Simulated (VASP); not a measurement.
Set up this calculation in VASP 6.6.1, as the native input.

```yaml
Task: single point
Functional: PBE
Potentials_or_basis: VASP PAW PBE potentials, release 64 (Re, P)
Cutoff: 520 eV
k_mesh: 12 × 12 × 12
Occupations: gaussian, width 0.05 eV
Spin: no spin polarisation
Dipole_correction: no
k_mesh_for_the_DOS: 18 × 18 × 18
Occupations_for_the_DOS: tetrahedron
Further_INCAR_settings: ALGO = Normal; EDIFF = 1e-06
```

Crystal: ReP.

```
Re P
1.0
     0.00000    2.45798    2.45798
     2.45798    0.00000    2.45798
     2.45798    2.45798    0.00000
Re P
1 1
Direct
  0.50000 0.50000 0.50000
  0.00000 0.00000 0.00000
```

The input as run:

POSCAR

```
ReP
1.0
    0.0000000000      2.4579799456      2.4579799456
    2.4579799456      0.0000000000      2.4579799456
    2.4579799456      2.4579799456      0.0000000000
Re P
1 1
Direct
    0.5000000000      0.5000000000      0.5000000000
    0.0000000000      0.0000000000      0.0000000000
```

INCAR.step1

```
  PREC = Accurate
  ENCUT = 520
  EDIFF = 1E-6
  ISMEAR = 0
  SIGMA = 0.05
  LREAL = False
  LASPH = True
  NELM = 80
  ALGO = Normal
  ISIF = 2
  LWAVE = False
  LCHARG = True
  LMAXMIX = 4
  GGA = PE
  NBANDS = 13
```

KPOINTS.step1

```
Automatic mesh
0
Gamma
  12 12 12
```

INCAR.step2

```
  PREC = Accurate
  ENCUT = 520
  EDIFF = 1E-6
  ISMEAR = -5
  SIGMA = 0.05
  LREAL = False
  LASPH = True
  NELM = 80
  ALGO = Normal
  ISIF = 2
  LWAVE = False
  LCHARG = False
  LMAXMIX = 4
  GGA = PE
  LORBIT = 11
  NEDOS = 1001
  ICHARG = 11
```

KPOINTS.step2

```
Automatic mesh
0
Gamma
  18 18 18
```

Potentials or basis: VASP PAW PBE potentials, release 64 (Re, P).

Launch:

```bash
$ cat potpaw_PBE.64/Re/POTCAR potpaw_PBE.64/P/POTCAR > POTCAR
$ cp INCAR.step1 INCAR
$ cp KPOINTS.step1 KPOINTS
$ mpirun -np 1 vasp_std > vasp.out
$ cp INCAR.step2 INCAR
$ cp KPOINTS.step2 KPOINTS
$ mpirun -np 1 vasp_std > vasp.out
```

Results of the run:

```yaml
Valence_electrons_inside_the_program's_atomic_spheres: Re 5.99; P 2.48
```

Wall time 90 s on 1 thread of Intel Xeon 8259CL, with other jobs on the host, peak memory 0.21 GiB.
